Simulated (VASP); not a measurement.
Input of a VASP 6.6.1 run:

Contents of INCAR:

```
PREC = Accurate
ENCUT = 600
EDIFF = 1E-6
ISMEAR = -1
SIGMA = 0.05
LREAL = False
LASPH = True
NELM = 120
ALGO = Normal
ISIF = 2
LWAVE = False
LCHARG = False
GGA = PS
IVDW = 12
NBANDS = 19
GGA_COMPAT = False
```

Contents of KPOINTS:

```
Automatic mesh
0
Gamma
  8 8 8
```

File POSCAR:

```
BaF2
1.0
    0.0000000000      3.0477929227      3.0477929227
    3.0477929227      0.0000000000      3.0477929227
    3.0477929227      3.0477929227      0.0000000000
Ba F
1 2
Direct
    0.0000000000      0.0000000000      0.0000000000
    0.7500000000      0.7500000000      0.7500000000
    0.2500000000      0.2500000000      0.2500000000
```

Potentials or basis: VASP PAW PBE potentials, release 64 (Ba_sv, F).

Command:

```bash
$ cat potpaw_PBE.64/Ba_sv/POTCAR potpaw_PBE.64/F/POTCAR > POTCAR
$ mpirun -np 1 vasp_std > vasp.out
```

Task: What does it give for the dispersion energy per atom?

Result: -0.151 eV.

Task: Estimate the pressure.

Result: 1.3 GPa.

Caveat: the PAW data sets were made with another functional, which shifts forces and pressure a little.
